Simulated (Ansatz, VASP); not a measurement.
# One calculation of AlNi, two programs

```
Al Ni
1.0
     3.11148    0.00000    0.00000
     0.00000    3.11148    0.00000
     0.00000    0.00000    2.99624
Al Ni
1 1
Direct
  0.00000 0.00000 0.00000
  0.50000 0.50000 0.50000
```

Change from the starting cell: strain +0.080 along x and y, +0.040 along z, atoms carried along.

Alike in both runs: task single point; functional PBEsol; k mesh 16 × 16 × 16; occupations gaussian, width 0.15 eV; no spin polarisation.

|  | VASP | Ansatz |
| --- | --- | --- |
| version | VASP 6.6.1 | Ansatz 0.2.0 |
| potentials or method | VASP PAW PBE potentials, release 64 (Al, Ni), cutoff 520 eV | scalar-relativistic, plane waves, PAW |
| valence electrons in the cell | 13 | 21 |

```tsv
	VASP	Ansatz	Ansatz less VASP
gap on the k mesh at the Fermi level (eV)	none	none	-
pressure (GPa)	-23.0	-23.1	-0.06
traceless stress, the component that is largest in VASP (GPa)	1.15	1.11	-0.037
```

VASP's potentials were made for PBE, not for PBEsol. A gap of «none» marks a metal or a gap that the smearing closes. The functional is the same, so the differences come from potentials, cutoffs and numerics. VASP's potentials hold 13 valence electrons a cell and Ansatz's 21, so a difference there can come from the potentials and not from the codes.
